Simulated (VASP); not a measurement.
Set up this calculation in VASP 6.6.1, as the native input.

```
Task                   : single point
Functional             : r2SCAN
Potentials or basis    : VASP PAW PBE potentials, release 64 (O, Mg, Se)
Cutoff                 : 520 eV
k mesh                 : 6 × 6 × 6
Occupations            : gaussian, width 0.01 eV
Spin                   : no spin polarisation
Dipole correction      : no
Further INCAR settings : ALGO = Normal; EDIFF = 1e-06; NBANDS = 26
```

The system is Mg4Se3O.

```
O Mg Se
1.0
    -2.75954    2.75954    5.34261
     2.75954   -2.75954    5.34261
     2.75954    2.75954   -5.34261
O Mg Se
1 4 3
Direct
  0.00000 0.00000 0.00000
  0.68388 0.68388 0.58329
  0.89940 0.31612 0.00000
  0.10060 0.10060 0.41671
  0.31612 0.89940 0.00000
  0.25000 0.75000 0.50000
  0.50000 0.50000 0.00000
  0.75000 0.25000 0.50000
```

One way to write it, as run:

POSCAR

```
Mg4Se3O
1.0
   -2.7595352179      2.7595352179      5.3426140058
    2.7595352179     -2.7595352179      5.3426140058
    2.7595352179      2.7595352179     -5.3426140058
O Mg Se
1 4 3
Direct
    0.0000000000      0.0000000000      0.0000000000
    0.6838837435      0.6838837435      0.5832853305
    0.8994015870      0.3161162565      0.0000000000
    0.1005984130      0.1005984130      0.4167146695
    0.3161162565      0.8994015870      0.0000000000
    0.2500000000      0.7500000000      0.5000000000
    0.5000000000      0.5000000000      0.0000000000
    0.7500000000      0.2500000000      0.5000000000
```

INCAR.step1

```
PREC     = Accurate       # precision mode
ENCUT    = 520            # plane-wave cutoff, eV
ISMEAR   = 0              # smearing method
SIGMA    = 0.01           # smearing width, eV
LREAL    = F              # projectors in reciprocal space
LASPH    = T              # aspherical terms in the spheres
NELM     = 100            # most SCF steps
NBANDS   = 26             # bands
GGA      = PE             # functional
ALGO     = Normal         # electronic algorithm
EDIFF    = 1E-4           # SCF threshold, eV
LWAVE    = T              # write WAVECAR
LCHARG   = F              # write CHGCAR
```

INCAR.step2

```
PREC     = Accurate       # precision mode
ENCUT    = 520            # plane-wave cutoff, eV
EDIFF    = 1E-6           # SCF threshold, eV
ISMEAR   = 0              # smearing method
SIGMA    = 0.01           # smearing width, eV
LREAL    = F              # projectors in reciprocal space
LASPH    = T              # aspherical terms in the spheres
NELM     = 100            # most SCF steps
ALGO     = Normal         # electronic algorithm
ISIF     = 2              # what is computed and relaxed
LWAVE    = F              # write WAVECAR
LCHARG   = F              # write CHGCAR
METAGGA  = R2SCAN         # meta-GGA
LMIXTAU  = T            
NBANDS   = 26             # bands
ISTART   = 1
```

KPOINTS

```
regular mesh
0
Gamma
  6 6 6
```

Potentials or basis: VASP PAW PBE potentials, release 64 (O, Mg, Se).

Run with:

```sh
$ cat potpaw_PBE.64/O/POTCAR potpaw_PBE.64/Mg/POTCAR potpaw_PBE.64/Se/POTCAR > POTCAR
$ cp INCAR.step1 INCAR
$ mpirun -np 1 vasp_std > vasp.out
$ cp INCAR.step2 INCAR
$ mpirun -np 1 vasp_std > vasp.out
```

It gave:

- Pressure: 4.1 GPa
- Largest force: 0.031 eV/Å
- Band gap on the k mesh: 2.42 eV (least direct gap 2.50 eV)

Caveat: the cell stands under pressure; the PAW data sets were made with another functional, which shifts forces and pressure a little.

Run time: 12 min on 1 thread of Intel(R) Xeon(R) Platinum 8488C (Sapphire Rapids), with other jobs on the host, peak memory 0.44 GiB.
